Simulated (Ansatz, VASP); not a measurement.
One calculation of KTaO3, two programs

```
K Ta O
1.0
     4.09353    0.00000    0.00000
     0.00000    4.09353    0.00000
     0.00000    0.00000    3.77751
K Ta O
1 1 3
Direct
  0.50000 0.50000 0.50000
  0.00000 0.00000 0.00000
  0.50000 0.00000 0.00000
  0.00000 0.50000 0.00000
  0.00000 0.00000 0.50000
```

Alike in both runs: task single point; functional PBEsol; k mesh 8 × 8 × 8; occupations gaussian, width 0.05 eV; no spin polarisation.

```csv
,VASP,Ansatz
version,VASP 6.6.1,Ansatz 0.2.0
potentials or method,"VASP PAW PBE potentials, release 64 (K_sv, Ta_pv, O), cutoff 520 eV","scalar-relativistic, plane waves, PAW"
valence electrons in the cell,38,40
```

|  | VASP | Ansatz | Ansatz less VASP |
| --- | --- | --- | --- |
| gap on the k mesh at the Fermi level (eV) | 1.94 | 1.98 | +0.044 |
| least direct gap on the mesh (eV) | 2.51 | 2.55 | +0.044 |
| pressure (GPa) | 3.4 | 2.6 | -0.81 |
| traceless stress, the component that is largest in VASP (GPa) | 23.26 | 22.82 | -0.443 |

VASP's potentials were made for PBE, not for PBEsol. The functional is the same, so the differences come from potentials, cutoffs and numerics. VASP's potentials hold 38 valence electrons a cell and Ansatz's 40, so a difference there can come from the potentials and not from the codes.

Spin-orbit coupling is off throughout.
